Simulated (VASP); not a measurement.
Wanted: the native input for a VASP 6.6.1 run.

| Property | Result |
| --- | --- |
| Task | single point |
| Functional | PBE |
| Potentials or basis | VASP PAW PBE potentials, release 64 (Al, Ga_d, Sb) |
| Cutoff | 520 eV |
| k mesh | 4 × 4 × 4 |
| Occupations | gaussian, width 0.1 eV |
| Spin | no spin polarisation |
| Dipole correction | no |
| Further INCAR settings | ALGO = Normal; EDIFF = 1e-06; NBANDS = 41 |

The structure of Al3Ga2Sb5 lies in POSCAR:

```
Al3Ga2Sb5
1.0
    0.0000000000     -4.3991140000      0.0000000000
    4.3991140000      0.0000000000      0.0000000000
   -2.1995570000      2.1995570000     15.5483618000
Al Ga Sb
3 2 5
Direct
    0.8997900000      0.8997900000      0.7995800000
    0.5000000000      0.5000000000      0.0000000000
    0.1002100000      0.1002100000      0.2004200000
    0.7001950000      0.7001950000      0.4003900000
    0.2998050000      0.2998050000      0.5996100000
    0.3498160000      0.8498160000      0.6996320000
    0.9499050000      0.4499050000      0.8998100000
    0.5500950000      0.0500950000      0.1001900000
    0.1501840000      0.6501840000      0.3003680000
    0.7500000000      0.2500000000      0.5000000000
```

These files were run (other wordings do the same):

INCAR

```
PREC = Accurate
ENCUT = 520
EDIFF = 1E-6
ISMEAR = 0
SIGMA = 0.1
LREAL = F
LASPH = T
NELM = 100
ALGO = Normal
ISIF = 2
LWAVE = F
LCHARG = F
GGA = PE
NBANDS = 41
```

KPOINTS

```
regular mesh
0
Gamma
  4 4 4
```

Potentials or basis: VASP PAW PBE potentials, release 64 (Al, Ga_d, Sb).

Launch:

```sh
$ cat potpaw_PBE.64/Al/POTCAR potpaw_PBE.64/Ga_d/POTCAR potpaw_PBE.64/Sb/POTCAR > POTCAR
$ mpirun -np 1 vasp_std > vasp.out
```

It gave:

```json
{
  "Pressure": "0.2 GPa",
  "Largest force": "0.008 eV/Å",
  "Band gap on the k mesh": "0.55 eV"
}
```

Caveat: semilocal functionals underestimate gaps, and a narrow one can read as zero; spin-orbit coupling is left out, which moves the levels of the heavy elements.

It took 4.9 min on 1 thread of Intel Xeon 8259CL, on a shared host, peak memory 0.47 GiB.
